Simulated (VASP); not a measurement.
# TiO2 (P4_2/mnm) in VASP: further runs, part 2 of 2

VASP 6.6.1. Earlier steps stand in the parts before.

## 3. Single point, r2SCAN

File POSCAR:

```
TiO2
1.0
    4.5968462420      0.0000000000      0.0000000000
    0.0000000000      4.5968462420      0.0000000000
    0.0000000000      0.0000000000      2.9535012919
Ti O
2 4
Direct
    0.0000000000      0.0000000000      0.0000000000
    0.5000000000      0.5000000000      0.5000000000
    0.3046429943      0.3046429943      0.0000000000
    0.1953570057      0.8046429943      0.5000000000
    0.6953570057      0.6953570057      0.0000000000
    0.8046429943      0.1953570057      0.5000000000
```

File INCAR.step1:

```
SYSTEM = TiO2
PREC = Accurate
ENCUT = 520
ISMEAR = 0
SIGMA = 0.01
LREAL = .FALSE.
LASPH = .TRUE.
NELM = 60
NBANDS = 33
GGA = PE
ALGO = Normal
EDIFF = 1E-4
LWAVE = .TRUE.
LCHARG = .FALSE.
```

File INCAR.step2:

```
SYSTEM = TiO2
PREC = Accurate
ENCUT = 520
EDIFF = 1E-6
ISMEAR = 0
SIGMA = 0.01
LREAL = .FALSE.
LASPH = .TRUE.
NELM = 60
ALGO = Normal
ISIF = 2
LWAVE = .FALSE.
LCHARG = .FALSE.
METAGGA = R2SCAN
LMIXTAU = .TRUE.
NBANDS = 33
ISTART = 1
```

File KPOINTS:

```
regular mesh
0
G
  6 6 8
  0 0 0
```

Potentials or basis: VASP PAW PBE potentials, release 64 (Ti_sv, O).

Command:

```
> cat potpaw_PBE.64/Ti_sv/POTCAR potpaw_PBE.64/O/POTCAR > POTCAR
> cp INCAR.step1 INCAR
> mpirun -np 1 vasp_std > vasp.out
> cp INCAR.step2 INCAR
> mpirun -np 1 vasp_std > vasp.out
```

It took 7.6 min on 1 thread of Intel Xeon 8259CL, shared host; peak memory 0.23 GiB.

Results (log left out):

```
Free energy            : -69.7942 eV
Pressure               : 1.3 GPa
Largest force          : 0.038 eV/Å
Band gap on the k mesh : 2.23 eV
```

Forces on the atoms (eV/Å):
```
Ti   0.000  0.000  0.000
Ti   0.000  0.000  0.000
O   -0.027 -0.027  0.000
O    0.027 -0.027  0.000
O    0.027  0.027  0.000
O   -0.027  0.027  0.000
```

Stress tensor (GPa, compression positive):
```
1.05 0.00 0.00
0.00 1.05 0.00
0.00 0.00 1.78
```

Levels at points of the mesh, in eV from the valence-band top:
```tsv
k point	band 20	band 21	band 22	band 23	band 24	band 25	band 26	band 27	band 28	band 29
(0.00, 0.00, 0.00)	-2.07	-0.76	-0.49	-0.49	0.00	2.23	2.55	2.79	2.88	2.88
(0.50, 0.00, 0.00)	-3.15	-1.70	-1.70	-0.77	-0.77	2.92	2.92	3.41	3.41	3.95
(0.50, 0.50, 0.00)	-2.21	-1.38	-1.38	-1.13	-1.13	2.27	2.27	2.90	2.90	4.21
(0.00, 0.00, 0.50)	-2.88	-2.40	-2.40	-1.48	-1.48	3.33	3.33	3.59	3.59	4.05
(0.50, 0.00, 0.50)	-2.47	-2.08	-2.08	-1.09	-1.09	2.29	2.29	3.62	3.62	4.29
(0.50, 0.50, 0.50)	-2.86	-1.31	-1.31	-0.72	-0.72	2.97	2.97	3.60	3.60	3.64
```

Caveat: the PAW data sets were made with another functional, which shifts forces and pressure a little.

## 4. Relaxation of cell and atoms, PBE

File INCAR:

```
SYSTEM = TiO2
  ALGO = Normal
  EDIFF = 1E-6
  EDIFFG = -0.005
  ENCUT = 600
  GGA = PE
  IBRION = 2
  ISIF = 3
  ISMEAR = -1
  LASPH = .True.
  LCHARG = .False.
  LREAL = .False.
  LWAVE = .False.
  NELM = 60
  NSW = 80
  PREC = Accurate
  SIGMA = 0.02
```

File KPOINTS:

```
k-points
0
Gamma
  6 6 8
  0 0 0
```

File POSCAR:

```
TiO2
1.0
    4.5922000000      0.0000000000      0.0000000000
    0.0000000000      4.5922000000      0.0000000000
    0.0000000000      0.0000000000      2.9574000000
Ti O
2 4
Direct
    0.0000000000      0.0000000000      0.0000000000
    0.5000000000      0.5000000000      0.5000000000
    0.3049600000      0.3049600000      0.0000000000
    0.1950400000      0.8049600000      0.5000000000
    0.6950400000      0.6950400000      0.0000000000
    0.8049600000      0.1950400000      0.5000000000
```

Command:

```
> cat potpaw_PBE.64/Ti_sv/POTCAR potpaw_PBE.64/O/POTCAR > POTCAR
> mpirun -np 1 vasp_std > vasp.out
```

Run time: 7.6 min. Hardware: 1 thread of Intel Xeon 8259CL, shared host; peak memory 0.25 GiB.

Results (log left out):

- Free energy: -53.6806 eV
- Relaxed volume: 10.67 Å³/atom
- Relaxed cell: a = 4.646 Å, b = 4.646 Å, c = 2.966 Å, α = 90.00°, β = 90.00°, γ = 90.00°
- Space group after relaxing (to 0.1 Å): P4_2/mnm (No. 136)
- Energy gained by relaxing: 5.0 meV/atom
- Ionic steps: 5
- Pressure after relaxing: 0.0 GPa
- Largest force after relaxing: 0.003 eV/Å
- Band gap on the k mesh: 1.82 eV

Forces in eV/Å, atoms in the order of the input:
```
Ti   0.000  0.000  0.000
Ti   0.000  0.000  0.000
O    0.002  0.002  0.000
O   -0.002  0.002  0.000
O   -0.002 -0.002  0.000
O    0.002 -0.002  0.000
```

Stress tensor (GPa, compression positive):
```
-0.04  0.00  0.00
 0.00 -0.04  0.00
 0.00  0.00  0.06
```

The path:
| step | energy change (eV) | largest force (eV/Å) | pressure (GPa) | volume (Å³) |
| --- | --- | --- | --- | --- |
| 1 | 0.0000 | 0.1241 | 5.86 | 62.37 |
| 2 | 0.0149 | 0.2356 | -6.51 | 65.86 |
| 3 | -0.0277 | 0.0459 | 0.00 | 63.89 |
| 4 | -0.0295 | 0.0178 | 0.00 | 63.98 |
| 5 | -0.0297 | 0.0033 | 0.00 | 64.02 |

Final structure:
```xyz
6
Lattice="4.6455 0.0000 0.0000 0.0000 4.6455 0.0000 0.0000 0.0000 2.9665" Properties=species:S:1:pos:R:3 pbc="T T T"
Ti    0.0000    0.0000    0.0000
Ti    2.3228    2.3228    1.4832
O     1.4167    1.4167    0.0000
O     0.9060    3.7395    1.4832
O     3.2288    3.2288    0.0000
O     3.7395    0.9060    1.4832
```

Levels at points of the mesh, in eV from the valence-band top:
```csv
k point,band 20,band 21,band 22,band 23,band 24,band 25,band 26,band 27,band 28
"(0.00, 0.00, 0.00)",-1.89,-0.67,-0.43,-0.43,0.00,1.82,2.10,2.37,2.45
"(0.50, 0.00, 0.00)",-2.98,-1.56,-1.56,-0.71,-0.71,2.47,2.47,2.93,2.93
"(0.50, 0.50, 0.00)",-2.11,-1.25,-1.25,-1.04,-1.04,1.86,1.86,2.47,2.47
"(0.00, 0.00, 0.50)",-2.74,-2.23,-2.23,-1.40,-1.40,2.87,2.87,3.13,3.13
"(0.50, 0.00, 0.50)",-2.33,-1.98,-1.98,-0.99,-0.99,1.87,1.87,3.15,3.15
"(0.50, 0.50, 0.50)",-2.71,-1.21,-1.21,-0.67,-0.67,2.52,2.52,3.13,3.15
```

A k mesh can miss the band edges. As with any semilocal functional, this PBE gap is likely too small.

## 5. Relaxation of cell and atoms, PBEsol

This run uses another cell than the first one, of 10.65 Å³/atom.

File INCAR:

```
SYSTEM = TiO2
  PREC = Accurate
  ENCUT = 600
  EDIFF = 1E-6
  ISMEAR = -1
  SIGMA = 0.02
  LREAL = .FALSE.
  LASPH = .TRUE.
  NELM = 100
  ALGO = Normal
  ISIF = 3
  LWAVE = .FALSE.
  LCHARG = .FALSE.
  GGA = PS
  IBRION = 2
  NSW = 80
  EDIFFG = -0.005
```

File KPOINTS:

```
Automatic mesh
0
G
  6 6 8
  0 0 0
```

File POSCAR:

```
TiO2
1.0
    4.6432554566      0.0000000000      0.0000000000
    0.0000000000      4.6432554566      0.0000000000
    0.0000000000      0.0000000000      2.9639036751
Ti O
2 4
Direct
    0.0000000000      0.0000000000      0.0000000000
    0.5000000000      0.5000000000      0.5000000000
    0.3051281668      0.3051281668      0.0000000000
    0.1948718332      0.8051281668      0.5000000000
    0.6948718332      0.6948718332      0.0000000000
    0.8051281668      0.1948718332      0.5000000000
```

Command:

```
> cat potpaw_PBE.64/Ti_sv/POTCAR potpaw_PBE.64/O/POTCAR > POTCAR
> mpirun -np 1 vasp_std > vasp.out
```

It took 14 min on 1 thread of Intel Xeon 8259CL, shared host; peak memory 0.25 GiB.

It converged, with:

```yaml
Free_energy: -56.1120 eV
Relaxed_volume: 10.34 Å³/atom
Relaxed_cell: a = 4.593 Å, b = 4.593 Å, c = 2.941 Å, α = 90.00°, β = 90.00°, γ = 90.00°
Space_group_after_relaxing_to_0.1_Å: P4_2/mnm (No. 136)
Energy_gained_by_relaxing: 6.2 meV/atom
Ionic_steps: 12
Pressure_after_relaxing: 0.0 GPa
Band_gap_on_the_k_mesh: 1.83 eV
```

Forces in eV/Å, atoms in the order of the input:
```
Ti   0.000  0.000  0.000
Ti   0.000  0.000  0.000
O    0.002  0.002  0.000
O   -0.002  0.002  0.000
O   -0.002 -0.002  0.000
O    0.002 -0.002  0.000
```

Stress tensor (GPa, compression positive):
```
-0.05  0.00  0.00
 0.00 -0.05  0.00
 0.00  0.00  0.04
```

Step by step:
```csv
step,energy change (eV),largest force (eV/Å),pressure (GPa),volume (Å³)
1,0.0000,0.0471,-6.35,63.90
2,0.0263,0.3602,9.21,60.07
3,-0.0348,0.1170,-0.13,62.22
4,-0.0348,0.1205,-0.05,62.18
5,-0.0370,0.0236,0.04,62.05
6,-0.0370,0.0081,0.10,62.01
7,-0.0371,0.0033,0.09,62.01
8,-0.0371,0.0005,0.11,62.02
9,-0.0371,0.0039,-0.12,62.08
10,-0.0371,0.0027,-0.07,62.05
11,-0.0371,0.0019,0.02,62.04
12,-0.0371,0.0024,-0.02,62.05
```

Final structure:
```yaml
crystal:
  lattice:
    - [4.59315, 0.00000, 0.00000]
    - [0.00000, 4.59315, 0.00000]
    - [0.00000, 0.00000, 2.94098]
  atoms:
    - { symbol: Ti, position: [0.00000, 0.00000, 0.00000] }
    - { symbol: Ti, position: [0.50000, 0.50000, 0.50000] }
    - { symbol: O, position: [0.30431, 0.30431, 0.00000] }
    - { symbol: O, position: [0.19569, 0.80431, 0.50000] }
    - { symbol: O, position: [0.69569, 0.69569, 0.00000] }
    - { symbol: O, position: [0.80431, 0.19569, 0.50000] }
```

Levels at points of the mesh, in eV from the valence-band top:
```csv
k point,band 20,band 21,band 22,band 23,band 24,band 25,band 26,band 27,band 28
"(0.00, 0.00, 0.00)",-1.97,-0.69,-0.46,-0.46,0.00,1.83,2.11,2.41,2.51
"(0.50, 0.00, 0.00)",-3.10,-1.64,-1.64,-0.76,-0.76,2.51,2.51,3.04,3.04
"(0.50, 0.50, 0.00)",-2.25,-1.29,-1.29,-1.09,-1.09,1.87,1.87,2.53,2.53
"(0.00, 0.00, 0.50)",-2.81,-2.43,-2.43,-1.45,-1.45,2.98,2.98,3.22,3.22
"(0.50, 0.00, 0.50)",-2.41,-2.08,-2.08,-1.06,-1.06,1.88,1.88,3.25,3.25
"(0.50, 0.50, 0.50)",-2.78,-1.31,-1.31,-0.68,-0.68,2.59,2.59,3.20,3.20
```

Caveat: the PAW data sets were made with another functional, which shifts forces and pressure a little. A k mesh can miss the band edges.

## 6. Summary

| task | level | cell | cutoff (eV) | smearing | gap on the mesh (eV) | pressure (GPa) | relaxed volume (Å³/atom) | largest force (eV/Å) |
| --- | --- | --- | --- | --- | --- | --- | --- | --- |
| single point | r2SCAN | a = 4.597, b = 4.597, c = 2.954 Å, 6 atoms, atomic positions A | 520 | fermi-dirac 0.02 eV | 2.23 | 1.3 | - | 0.04 |
| single point | r2SCAN | a = 4.597, b = 4.597, c = 2.954 Å, 6 atoms, atomic positions A | 520 | gaussian 0.01 eV | 2.23 | 1.3 | - | 0.04 |
| relaxation of cell and atoms | PBE | relaxed from a = 4.592, b = 4.592, c = 2.957 Å, 6 atoms, atomic positions B | 600 | fermi-dirac 0.02 eV | 1.82 | 0.0 | 10.67 | - |
| relaxation of cell and atoms | PBEsol | relaxed from a = 4.643, b = 4.643, c = 2.964 Å, 6 atoms, atomic positions C | 600 | fermi-dirac 0.02 eV | 1.83 | 0.0 | 10.34 | - |

Alike in all rows: potentials or basis VASP PAW PBE potentials, release 64 (Ti_sv, O); no spin polarisation; k mesh 6 × 6 × 8.

Caveats: the PAW data sets were made with another functional, which shifts forces and pressure a little (at least some runs).

Total energies depend on the potentials used, so only differences within one code and one set of settings carry meaning.
